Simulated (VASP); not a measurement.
# ZrS (Fmmm) in VASP: single point with PBEsol

Aim: the single point of ZrS with PBEsol.

Everything below comes from runs of VASP 6.6.1. Logs are shortened: lines on timing, memory, paths and dates and some standing lists are left out, and cuts for length are marked.

## Step 1: The cell of the first run

It takes space group Fmmm (No. 69, orthorhombic). The conventional cell has a = 5.053 Å, b = 5.250 Å, c = 5.447 Å, α = 90.00°, β = 90.00°, γ = 90.00°. Within 3.3 Å of Zr (site symmetry mmm) lie 6 S at 2.53 to 2.72 Å. Within 3.3 Å of S (site symmetry mmm) lie 6 Zr at 2.53 to 2.72 Å.

## Step 2: Single point, PBEsol (strain +0.0375 x Voigt [1, -1, 0, 0, 0, 0])

Input file INCAR:

```
PREC     = Accurate       # precision mode
ENCUT    = 520            # plane-wave cutoff, eV
EDIFF    = 1E-7           # SCF threshold, eV
ISMEAR   = 0              # smearing method
SIGMA    = 0.15           # smearing width, eV
LREAL    = F              # projectors in reciprocal space
LASPH    = T              # aspherical terms in the spheres
NELM     = 100            # most SCF steps
ALGO     = Normal         # electronic algorithm
ISIF     = 2              # what is computed and relaxed
LWAVE    = F              # write WAVECAR
LCHARG   = F              # write CHGCAR
GGA      = PS             # functional
NBANDS   = 16             # bands
```

Input file KPOINTS:

```
regular mesh
0
Gamma
  16 16 16
```

Input file POSCAR:

```
ZrS
1.0
    0.0000000000      2.5265625000      2.6250000000
    2.7234375000      0.0000000000      2.6250000000
    2.7234375000      2.5265625000      0.0000000000
Zr S
1 1
Direct
    0.0000000000      0.0000000000      0.0000000000
    0.5000000000      0.5000000000      0.5000000000
```

Potentials or basis: VASP PAW PBE potentials, release 64 (Zr_sv, S).

Launch:

```console
cat potpaw_PBE.64/Zr_sv/POTCAR potpaw_PBE.64/S/POTCAR > POTCAR
mpirun -np 1 vasp_std > vasp.out
```

OUTCAR:

```text
PREC = Accurate
   ENCUT = 520
   EDIFF = 1E-7
   ISMEAR = 0
   LREAL = F
   LASPH = T
   NELM = 100
   ISIF = 2
   GGA = PS

 ion  position               nearest neighbor table
   1  0.000  0.000  0.000-   2 2.53   2 2.53   2 2.62   2 2.62   2 2.72   2 2.72
   2  0.500  0.500  0.500-   1 2.53   1 2.53   1 2.62   1 2.62   1 2.72   1 2.72

  LATTYP: Found a face centered orthorhombic cell.
 ALAT       =     5.0531250000
 B/A-ratio  =     1.0389610390
 C/A-ratio  =     1.0779220779

  Lattice vectors:

 A1 = (  -2.7234375000,   0.0000000000,  -2.6250000000)
 A2 = (  -2.7234375000,   2.5265625000,   0.0000000000)
 A3 = (   0.0000000000,   2.5265625000,  -2.6250000000)

Analysis of symmetry for initial positions (statically):
=====================================================================
 Subroutine PRICEL returns:
 Original cell was already a primitive cell.

 Routine SETGRP: Setting up the symmetry group for a
 face centered orthorhombic supercell.

 Subroutine GETGRP returns: Found  8 space group operations
 (whereof  8 operations were pure point group operations)
 out of a pool of  8 trial point group operations.

The static configuration has the point symmetry D_2h.

Analysis of symmetry for dynamics (positions and initial velocities):
=====================================================================
 Subroutine PRICEL returns:
 Original cell was already a primitive cell.

 Routine SETGRP: Setting up the symmetry group for a
 face centered orthorhombic supercell.

 Subroutine GETGRP returns: Found  8 space group operations
 (whereof  8 operations were pure point group operations)
 out of a pool of  8 trial point group operations.

The dynamic configuration has the point symmetry D_2h.

 Subroutine INISYM returns: Found  8 space group operations
 (whereof  8 operations are pure point group operations),
 and found     1 'primitive' translations

----------------------------------------------------------------------------------------

                                     Primitive cell

  volume of cell :      36.1249

  direct lattice vectors                    reciprocal lattice vectors
     0.000000000  2.526562500  2.625000000    -0.183591509  0.197897341  0.190476190
     2.723437500  0.000000000  2.625000000     0.183591509 -0.197897341  0.190476190
     2.723437500  2.526562500  0.000000000     0.183591509  0.197897341 -0.190476190

  length of vectors
     3.643369741  3.782556915  3.714919903     0.330379144  0.330379144  0.330379144

  position of ions in fractional coordinates (direct lattice)
[... 79 lines left out ...]
   EDIFF  = 0.1E-06   stopping-criterion for ELM
   LREAL  =      F    real-space projection
   EDIFFG = 0.1E-05   stopping-criterion for IOM
   NSW    =      0    number of steps for IOM
   IBRION =     -1    ionic relax: 0-MD 1-quasi-New 2-CG
   NFREE  =      0    steps in history (QN), initial steepest desc. (CG)
   ISIF   =      2    stress and relaxation
   ISYM   =      2    0-nonsym 1-usesym 2-fastsym
   POTIM  = 0.5000    time-step for ionic-motion
   TEBEG  =    0.0;   TEEND  =   0.0 temperature during run
   PSTRESS=    0.0 pullay stress
   NELECT =      18.0000    total number of electrons
   NUPDOWN=      -1.0000    fix difference up-down
   EMIN   =  10.00;   EMAX   =-10.00  energy-range for DOS
   EFERMI =   0.00;   METHOD = LEGACY
   ISMEAR =     0;   SIGMA  =   0.15  broadening in eV -4-tet -1-fermi 0-gaus
   EFERMI_NEDOS =   21; number of points for ismear=-14 and -15
   IALGO  =     38    algorithm
   IMIX   =      4    mixing-type and parameters
     AMIX     =   0.40;   BMIX     =  1.00
     AMIX_MAG =   1.60;   BMIX_MAG =  1.00
  volume/ion in A,a.u.               =      18.06       121.89
  Fermi-wavevector in a.u.,A,eV,Ry     =   1.297867  2.452612 22.918441  1.684458
  Thomas-Fermi vector in A             =   2.429232
   LORBIT       =      0    0 simple, 1 ext, 2 COOP (PROOUT), +10 PAW based schemes
   GGA     = PS    functional components
   LHFCALC =     F    Hartree Fock is set to
   AEXX    =    0.0000 exact exchange contribution
   IVDW    =     0    specifies the selected vdW correction
   LEPSILON=     F    determine dielectric tensor
   LRPA    =     F    only Hartree local field effects (RPA)
 non-spin polarized calculation
 Gauss-broadening in eV      SIGMA  =   0.15
  energy-cutoff  :      520.00
  volume of cell :       36.12
 maximum number of plane-waves:       992
   NGX = 13   NGY = 13   NGZ = 13

 number of electron      18.0000000 magnetization

 Free energy of the ion-electron system (eV)
  ---------------------------------------------------
  ext. energy  EPLUGINS =         0.00000000
  ---------------------------------------------------
  free energy    TOTEN  =       -16.41166806 eV

  energy without entropy =      -16.39669847  energy(sigma->0) =      -16.40418326

 E-fermi :  10.5977     XC(G=0): -11.4603

 val. band max:       10.5967648358   @ k =  -0.2500   0.2500   0.5000
 cond. band min:      10.5988811267   @ k =  -0.4375   0.0000   0.1875
 fundamental gap:      0.0021162909
 Fermi energy:        10.5977447374

 k-point     1 :       0.0000    0.0000    0.0000
  band No.  band energies     occupation
      1     -39.2527      2.00000
      2     -17.2785      2.00000
      3     -17.2501      2.00000
      4     -17.2336      2.00000
      5      -5.2199      2.00000
      6       7.0223      2.00000
[... 433 lines left out ...]
      3     -17.2588      2.00000
      4     -17.2444      2.00000
      5      -5.0852      2.00000
      6       6.2803      2.00000
[... 8 lines left out ...]
     15      18.2010      0.00000
     16      21.9446      0.00000

 [... further k-points ...]

------------------------ aborting loop because EDIFF is reached ----------------------------------------

  FORCE on cell =-STRESS in cart. coord.  units (eV):
  Direction    XX          YY          ZZ          XY          YZ          ZX
  --------------------------------------------------------------------------------------
  -------------------------------------------------------------------------------------
  Total       -2.8817746      1.2537053     -1.4534911      0.0000000      0.0000000      0.0000000
  in kB     -127.8097018     55.6031366    -64.4638449      0.0000000      0.0000000      0.0000000
  external PRESSURE =     -45.5568034 kB  Pullay stress =       0.0000000 kB

 VOLUME and BASIS-vectors are now :
 -----------------------------------------------------------------------------
  energy-cutoff  :      520.00
  volume of cell :       36.12
      direct lattice vectors                 reciprocal lattice vectors
     0.000000000  2.526562500  2.625000000    -0.183591509  0.197897341  0.190476190
     2.723437500  0.000000000  2.625000000     0.183591509 -0.197897341  0.190476190
     2.723437500  2.526562500  0.000000000     0.183591509  0.197897341 -0.190476190

 POSITION                                       TOTAL-FORCE (eV/Angst)
 -----------------------------------------------------------------------------------
      0.00000      0.00000      0.00000         0.000000      0.000000      0.000000
      2.72344      2.52656      2.62500         0.000000     -0.000000      0.000000
 -----------------------------------------------------------------------------------
    total drift:                                0.000000      0.000000      0.000000

  FREE ENERGIE OF THE ION-ELECTRON SYSTEM (eV)
  ---------------------------------------------------
  free  energy   TOTEN  =       -16.4116680563 eV

  energy  without entropy=      -16.3966984654  energy(sigma->0) =      -16.40418326
```

OSZICAR:

```text
N       E                     dE             d eps       ncg     rms          rms(c)
DAV:   1     0.120988169390E+03    0.12099E+03   -0.95757E+03 19872   0.110E+03
DAV:   2    -0.121081473510E+02   -0.13310E+03   -0.12828E+03 25968   0.280E+02
DAV:   3    -0.172522297031E+02   -0.51441E+01   -0.51077E+01 31800   0.488E+01
DAV:   4    -0.173358589753E+02   -0.83629E-01   -0.83597E-01 24864   0.570E+00
DAV:   5    -0.173375058865E+02   -0.16469E-02   -0.16469E-02 29768   0.619E-01    0.157E+01
DAV:   6    -0.164554536129E+02    0.88205E+00   -0.19031E+00 24672   0.953E+00    0.712E+00
DAV:   7    -0.164181061531E+02    0.37347E-01   -0.19428E-01 28816   0.284E+00    0.282E+00
DAV:   8    -0.164123107880E+02    0.57954E-02   -0.28427E-02 23152   0.108E+00    0.387E-01
DAV:   9    -0.164117615250E+02    0.54926E-03   -0.40882E-03 24752   0.374E-01    0.163E-01
DAV:  10    -0.164116743622E+02    0.87163E-04   -0.54488E-04 24488   0.221E-01    0.515E-02
DAV:  11    -0.164116686114E+02    0.57509E-05   -0.38155E-05 25000   0.470E-02    0.316E-02
DAV:  12    -0.164116679031E+02    0.70828E-06   -0.27859E-06 26864   0.109E-02    0.366E-03
DAV:  13    -0.164116680860E+02   -0.18286E-06   -0.53884E-07 25288   0.593E-03    0.523E-03
DAV:  14    -0.164116680563E+02    0.29689E-07   -0.26936E-08 13056   0.148E-03
   1 F= -.16411668E+02 E0= -.16404183E+02  d E =-.149696E-01
```

stdout:

```text
POSCAR found type information on POSCAR ZrS
 POSCAR found :  2 types and       2 ions
 scaLAPACK will be used
 -----------------------------------------------------------------------------
|                                                                             |
|                                                                             |
|     You enforced a specific xc type in the INCAR file but a different       |
|     I HOPE YOU KNOW WHAT YOU ARE DOING!                                     |
|                                                                             |
 -----------------------------------------------------------------------------

 LDA part: xc-table for (Slater+PW92), standard interpolation
 POSCAR, INCAR and KPOINTS ok, starting setup
 FFT: planning ... GRIDC
 FFT: planning ... GRID_SOFT
 FFT: planning ... GRID
 WAVECAR not read
 entering main loop
```

Wall time 8.7 min (1 thread of Intel Xeon 8259CL, shared host); peak memory 0.45 GiB.

What came out:

* Free energy: -16.4117 eV
* Pressure: -4.6 GPa
* Band gap on the k mesh: zero (bands 9 and 10 overlap by 2.79 eV)

Levels at points of the mesh, in eV from the Fermi level:
```tsv
k point	band 7	band 8	band 9	band 10	band 11	band 12
(0.00, 0.00, 0.00)	-3.50	-3.38	-1.72	-1.33	-0.95	-0.91
(0.50, 0.00, 0.00)	-6.00	-5.95	1.38	1.63	1.87	1.87
(0.50, 0.50, 0.00)	-4.43	-4.39	-3.42	0.44	2.11	2.61
(0.50, 0.00, 0.50)	-4.61	-4.59	-3.42	0.69	2.15	2.48
(0.00, 0.50, 0.50)	-4.29	-4.23	-3.48	0.34	2.30	2.46
```

Caveat: the cell differs from its parent crystal (strain +0.0375 x Voigt [1, -1, 0, 0, 0, 0]); the cell stands under tension; the PAW data sets were made with another functional, which shifts forces and pressure a little.
